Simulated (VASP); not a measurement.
A run of VASP 6.6.1 is set up as follows.

INCAR

```
  ALGO = Fast
  EDIFF = 1E-7
  ENCUT = 520
  GGA = PE
  ISIF = 2
  ISMEAR = 0
  LASPH = T
  LCHARG = F
  LREAL = F
  LWAVE = F
  NBANDS = 18
  NELM = 80
  PREC = Accurate
  SIGMA = 0.1
```

KPOINTS

```
k-points
0
Gamma
  14 14 12
```

POSCAR

```
CuAu
1.0
    2.9853876782      0.0000000000      0.0000000000
    0.0000000000      2.9853876782      0.0000000000
    0.0000000000      0.0000000000      3.7034111200
Cu Au
1 1
Direct
    0.5000000000      0.5000000000      0.5000000000
    0.0000000000      0.0000000000      0.0000000000
```

Potentials or basis: VASP PAW PBE potentials, release 64 (Cu, Au).

Run with:

```console
$ cat potpaw_PBE.64/Cu/POTCAR potpaw_PBE.64/Au/POTCAR > POTCAR
$ mpirun -np 1 vasp_std > vasp.out
```

Question: What does it give for the band gap on the k mesh?

Answer: Zero (bands 11 and 12 overlap by 6.43 eV).

Question: Estimate the pressure.

Answer: -10.3 GPa.

Stress tensor (GPa, compression positive):
```
-10.30   0.00   0.00
  0.00 -10.30   0.00
  0.00   0.00 -10.15
```

Caveat: the cell stands under tension; spin-orbit coupling is left out, which moves the levels of the heavy elements.
